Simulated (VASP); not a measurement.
# Cs (Immm) in VASP: further runs

Runs on Cs. Level: LDA. Tasks: single point.

All numbers are computed with VASP 6.6.1; they aren't measurements. Logs are shortened: lines on timing, memory, paths and dates and some standing lists are left out, and cuts for length are marked.

## 1. The cell of the first run

The structure is orthorhombic, space group Immm (No. 71). Conventional cell: a = 5.165 Å, b = 6.003 Å, c = 7.897 Å, α = 90.00°, β = 90.00°, γ = 90.00°.

## 2. Single point, LDA (strain -0.1500 x Voigt [0, 0, 0, 0, 1, 0])

File INCAR:

```
ALGO = Fast ; EDIFF = 1E-6
ENCUT = 520 ; GGA = CA
ISIF = 2 ; ISMEAR = 0
LASPH = True ; LCHARG = False
LREAL = False ; LWAVE = False
NBANDS = 10 ; NELM = 60
PREC = Accurate ; SIGMA = 0.15
```

File KPOINTS:

```
k-points
0
Gamma
  10 10 10
```

File POSCAR:

```
Cs
1.0
   -0.2961251805      3.9483357400      3.9483357400
    3.6522105595      0.0000000000      3.6522105595
    3.9483357400      3.9483357400     -0.2961251805
Cs
1
Direct
    0.0000000000      0.0000000000      0.0000000000
```

Potentials or basis: VASP PAW LDA potentials, release 64 (Cs_sv).

On the command line:

```
$ cat potpaw_LDA.64/Cs_sv/POTCAR > POTCAR
$ mpirun -np 1 vasp_std > vasp.out
```

OUTCAR:

```text
EDIFF = 1E-6
   ENCUT = 520
   GGA = CA
   ISIF = 2
   ISMEAR = 0
   LASPH = True
   LREAL = False
   NELM = 60
   PREC = Accurate

 ion  position               nearest neighbor table
   1  0.000  0.000  0.000-

  LATTYP: Found a body centered orthorhombic cell.
 ALAT       =     5.1650057059
 B/A-ratio  =     1.1621621622
 C/A-ratio  =     1.5288795269

  Lattice vectors:

 A1 = (   3.9483357400,  -3.9483357400,  -0.2961251805)
 A2 = (  -3.9483357400,  -3.9483357400,   0.2961251805)
 A3 = (   0.2961251805,   3.9483357400,  -3.9483357400)

Analysis of symmetry for initial positions (statically):
=====================================================================
 Subroutine PRICEL returns:
 Original cell was already a primitive cell.

 Routine SETGRP: Setting up the symmetry group for a
 body centered orthorhombic supercell.

 Subroutine GETGRP returns: Found  8 space group operations
 (whereof  8 operations were pure point group operations)
 out of a pool of  8 trial point group operations.

The static configuration has the point symmetry D_2h.

Analysis of symmetry for dynamics (positions and initial velocities):
=====================================================================
 Subroutine PRICEL returns:
 Original cell was already a primitive cell.

 Routine SETGRP: Setting up the symmetry group for a
 body centered orthorhombic supercell.

 Subroutine GETGRP returns: Found  8 space group operations
 (whereof  8 operations were pure point group operations)
 out of a pool of  8 trial point group operations.

The dynamic configuration has the point symmetry D_2h.

 Subroutine INISYM returns: Found  8 space group operations
 (whereof  8 operations are pure point group operations),
 and found     1 'primitive' translations

----------------------------------------------------------------------------------------

                                     Primitive cell

  volume of cell :     122.4116

  direct lattice vectors                    reciprocal lattice vectors
    -0.296125180  3.948335740  3.948335740    -0.117800590  0.126635634  0.117800590
     3.652210559  0.000000000  3.652210559     0.136903388 -0.126635634  0.136903388
     3.948335740  3.948335740 -0.296125180     0.117800590  0.126635634 -0.117800590

  length of vectors
     5.591636644  5.165005706  5.591636644     0.209261898  0.231347486  0.209261898

  position of ions in fractional coordinates (direct lattice)
     0.000000000  0.000000000  0.000000000

  ion indices of the primitive-cell ions
   primitive index   ion index
                 1           1

----------------------------------------------------------------------------------------

 KPOINTS: k-points

Automatic generation of k-mesh.
 Grid dimensions read from file:
 generate k-points for:   10   10   10

 Generating k-lattice:

  Cartesian coordinates                     Fractional coordinates (reciprocal lattice)
    -0.011780059  0.012663563  0.011780059     0.100000000  0.000000000  0.000000000
     0.013690339 -0.012663563  0.013690339     0.000000000  0.100000000  0.000000000
     0.011780059  0.012663563 -0.011780059     0.000000000  0.000000000  0.100000000

  Length of vectors
     0.020926190  0.023134749  0.020926190

  Shift w.r.t. Gamma in fractional coordinates (k-lattice)
     0.000000000  0.000000000  0.000000000

 Subroutine IBZKPT returns following result:
 ===========================================

 Found    171 irreducible k-points:

 Following reciprocal coordinates:
            Coordinates               Weight
  0.000000  0.000000  0.000000      1.000000
  0.100000  0.000000  0.000000      4.000000
  0.200000  0.000000  0.000000      4.000000
  0.300000  0.000000  0.000000      4.000000
  0.400000  0.000000  0.000000      4.000000
  0.500000  0.000000 -0.000000      2.000000
[... 16 lines left out ...]
 -0.400000  0.200000 -0.000000      8.000000
 -0.300000  0.200000  0.000000      8.000000
 [... further k-points ...]
   k-points           NKPTS =    171   k-points in BZ     NKDIM =    171   number of bands    NBANDS=     10
   number of dos      NEDOS =    301   number of ions     NIONS =      1
   total plane-waves  NPLWV =  70560
   dimension x,y,z NGX =    42 NGY =   40 NGZ =   42
   dimension x,y,z NGXF=    84 NGYF=   80 NGZF=   84
   ions per type =               1
   NGX,Y,Z   is equivalent  to a cutoff of  12.49, 12.87, 12.49 a.u.
   NGXF,Y,Z  is equivalent  to a cutoff of  24.97, 25.75, 24.97 a.u.
 SYSTEM =  unknown system
   PREC   = accura    normal or accurate (medium, high low for compatibility)
   ISTART =      0    job   : 0-new  1-cont  2-samecut
   ICHARG =      2    charge: 1-file 2-atom 10-const
   ISPIN  =      1    spin polarized calculation?
   LNONCOLLINEAR =      F non collinear calculations
   LSORBIT =      F    spin-orbit coupling
   LASPH  =      T    aspherical Exc in radial PAW
   ENCUT  =  520.0 eV  38.22 Ry    6.18 a.u.  10.40  9.60 10.40*2*pi/ulx,y,z
   NELM   =     60;   NELMIN=  2; NELMDL= -5     # of ELM steps
   EDIFF  = 0.1E-05   stopping-criterion for ELM
   LREAL  =      F    real-space projection
   EDIFFG = 0.1E-04   stopping-criterion for IOM
   NSW    =      0    number of steps for IOM
   IBRION =     -1    ionic relax: 0-MD 1-quasi-New 2-CG
   NFREE  =      0    steps in history (QN), initial steepest desc. (CG)
   ISIF   =      2    stress and relaxation
   ISYM   =      2    0-nonsym 1-usesym 2-fastsym
   POTIM  = 0.5000    time-step for ionic-motion
   TEBEG  =    0.0;   TEEND  =   0.0 temperature during run
   PSTRESS=    0.0 pullay stress
   NELECT =       9.0000    total number of electrons
   NUPDOWN=      -1.0000    fix difference up-down
   EMIN   =  10.00;   EMAX   =-10.00  energy-range for DOS
   EFERMI =   0.00;   METHOD = LEGACY
   ISMEAR =     0;   SIGMA  =   0.15  broadening in eV -4-tet -1-fermi 0-gaus
   EFERMI_NEDOS =   21; number of points for ismear=-14 and -15
   IALGO  =     68    algorithm
   IMIX   =      4    mixing-type and parameters
     AMIX     =   0.40;   BMIX     =  1.00
     AMIX_MAG =   1.60;   BMIX_MAG =  1.00
  volume/ion in A,a.u.               =     122.41       826.07
  Fermi-wavevector in a.u.,A,eV,Ry     =   0.685827  1.296026  6.399627  0.470359
  Thomas-Fermi vector in A             =   1.765881
   LORBIT       =      0    0 simple, 1 ext, 2 COOP (PROOUT), +10 PAW based schemes
   GGA     = CA    functional components
   LHFCALC =     F    Hartree Fock is set to
   AEXX    =    0.0000 exact exchange contribution
   IVDW    =     0    specifies the selected vdW correction
   LEPSILON=     F    determine dielectric tensor
   LRPA    =     F    only Hartree local field effects (RPA)
 non-spin polarized calculation
 RMM-DIIS sequential band-by-band and
 Gauss-broadening in eV      SIGMA  =   0.15
  energy-cutoff  :      520.00
  volume of cell :      122.41
 maximum number of plane-waves:      3323
 NGX is ok and might be reduce to    42
   NGX = 21   NGY = 19   NGZ = 21

 number of electron       9.0000001 magnetization

 Free energy of the ion-electron system (eV)
  ---------------------------------------------------
  ext. energy  EPLUGINS =         0.00000000
  ---------------------------------------------------
  free energy    TOTEN  =        -0.95439767 eV

  energy without entropy =       -0.94070958  energy(sigma->0) =       -0.94755362

 E-fermi :   0.1426     XC(G=0):  -5.3801

 val. band max:        0.1259007889   @ k =   0.2000  -0.3000   0.1000
 cond. band min:       0.1443456299   @ k =  -0.1000   0.4000   0.1000
 fundamental gap:      0.0184448410
 Fermi energy:         0.1426342633

 k-point     1 :       0.0000    0.0000    0.0000
  band No.  band energies     occupation
      1     -23.7289      2.00000
      2     -10.4840      2.00000
      3     -10.4756      2.00000
      4     -10.4523      2.00000
      5      -1.4790      2.00000
      6       2.1079      0.00000
      7       2.3609      0.00000
      8       2.9371      0.00000
      9       3.5585      0.00000
     10       3.5791      0.00000

 k-point     2 :       0.1000    0.0000    0.0000
  band No.  band energies     occupation
      1     -23.7286      2.00000
      2     -10.4911      2.00000
      3     -10.4784      2.00000
      4     -10.4536      2.00000
      5      -1.3904      2.00000
      6       2.0284      0.00000
      7       2.3255      0.00000
      8       2.9734      0.00000
      9       3.4780      0.00000
     10       3.5530      0.00000

 k-point     3 :       0.2000    0.0000    0.0000
  band No.  band energies     occupation
      1     -23.7278      2.00000
      2     -10.5148      2.00000
      3     -10.4804      2.00000
      4     -10.4571      2.00000
      5      -1.1361      2.00000
      6       1.7466      0.00000
      7       2.3195      0.00000
      8       3.0046      0.00000
      9       3.3951      0.00000
     10       3.5919      0.00000

 k-point     4 :       0.3000    0.0000    0.0000
  band No.  band energies     occupation
      1     -23.7267      2.00000
      2     -10.5448      2.00000
      3     -10.4817      2.00000
      4     -10.4613      2.00000
      5      -0.7520      2.00000
      6       1.3755      0.00000
      7       2.2829      0.00000
      8       2.9337      0.00000
      9       3.4884      0.00000
     10       3.8469      0.00000
[... 222 lines left out ...]
 k-point    22 :       0.5000    0.2000   -0.0000
  band No.  band energies     occupation
      1     -23.7240      2.00000
      2     -10.5586      2.00000
      3     -10.5110      2.00000
      4     -10.4915      2.00000
      5       0.1656      0.82832
      6       0.9665      0.00000
      7       1.9699      0.00000
      8       2.7039      0.00000
      9       3.6051      0.00000
     10       3.9201      0.00000

 k-point    23 :      -0.4000    0.2000   -0.0000
  band No.  band energies     occupation
      1     -23.7239      2.00000
      2     -10.5623      2.00000
      3     -10.5145      2.00000
      4     -10.4894      2.00000
      5       0.3470      0.05399
      6       0.8230      0.00000
      7       1.9504      0.00000
      8       2.6617      0.00000
      9       3.5228      0.00000
     10       3.9136      0.00000

 k-point    24 :      -0.3000    0.2000    0.0000
  band No.  band energies     occupation
      1     -23.7242      2.00000
      2     -10.5551      2.00000
      3     -10.5123      2.00000
      4     -10.4864      2.00000
      5      -0.0675      1.95238
      6       1.1967      0.00000
      7       1.9719      0.00000
      8       2.6884      0.00000
      9       3.3187      0.00000
     10       4.1843      0.00000

 [... further k-points ...]
[... 5 lines left out ...]
  --------------------------------------------------------------------------------------
  -------------------------------------------------------------------------------------
  Total       -0.2778171     -0.3044805     -0.2778171     -0.0000000     -0.0000000      0.1037799
  in kB       -3.6361946     -3.9851775     -3.6361946     -0.0000000     -0.0000000      1.3583173
  external PRESSURE =      -3.7525222 kB  Pullay stress =       0.0000000 kB

 VOLUME and BASIS-vectors are now :
 -----------------------------------------------------------------------------
  energy-cutoff  :      520.00
  volume of cell :      122.41
      direct lattice vectors                 reciprocal lattice vectors
    -0.296125180  3.948335740  3.948335740    -0.117800590  0.126635634  0.117800590
     3.652210559  0.000000000  3.652210559     0.136903388 -0.126635634  0.136903388
     3.948335740  3.948335740 -0.296125180     0.117800590  0.126635634 -0.117800590

 POSITION                                       TOTAL-FORCE (eV/Angst)
 -----------------------------------------------------------------------------------
      0.00000      0.00000      0.00000         0.000000     -0.000000      0.000000
 -----------------------------------------------------------------------------------
    total drift:                               -0.000000     -0.000000     -0.000000

  FREE ENERGIE OF THE ION-ELECTRON SYSTEM (eV)
  ---------------------------------------------------
  free  energy   TOTEN  =        -0.9543976717 eV

  energy  without entropy=       -0.9407095762  energy(sigma->0) =       -0.94755362
```

Run time: 68 s. Hardware: 1 thread of AMD EPYC 9R45 (Zen 5), shared host; peak memory 0.3 GiB.

What came out:

| Property | Result |
| --- | --- |
| Free energy | -0.9544 eV |
| Pressure | -0.4 GPa |
| Band gap on the k mesh | zero (an odd number of electrons rules out a gap without spin polarisation) |

Levels at points of the mesh, in eV from the Fermi level:
| k point | band 1 | band 2 | band 3 | band 4 | band 5 | band 6 | band 7 | band 8 | band 9 |
| --- | --- | --- | --- | --- | --- | --- | --- | --- | --- |
| (0.00, 0.00, 0.00) | -23.87 | -10.63 | -10.62 | -10.59 | -1.62 | 1.97 | 2.22 | 2.79 | 3.42 |
| (0.50, 0.00, 0.00) | -23.87 | -10.72 | -10.63 | -10.61 | -0.19 | 0.62 | 2.04 | 2.67 | 3.58 |
| (0.00, 0.50, 0.00) | -23.86 | -10.75 | -10.64 | -10.64 | 0.10 | 0.98 | 1.86 | 2.40 | 3.89 |
| (0.50, 0.50, 0.00) | -23.86 | -10.74 | -10.65 | -10.65 | 0.34 | 1.05 | 1.42 | 3.63 | 3.86 |
| (0.50, 0.00, 0.50) | -23.87 | -10.72 | -10.68 | -10.63 | 0.31 | 0.99 | 1.37 | 3.18 | 3.93 |

Caveat: the cell differs from its parent crystal (strain -0.1500 x Voigt [0, 0, 0, 0, 1, 0]); spin-orbit coupling is left out, which moves the levels of the heavy elements.

(Part 1 of 2 ends here.)
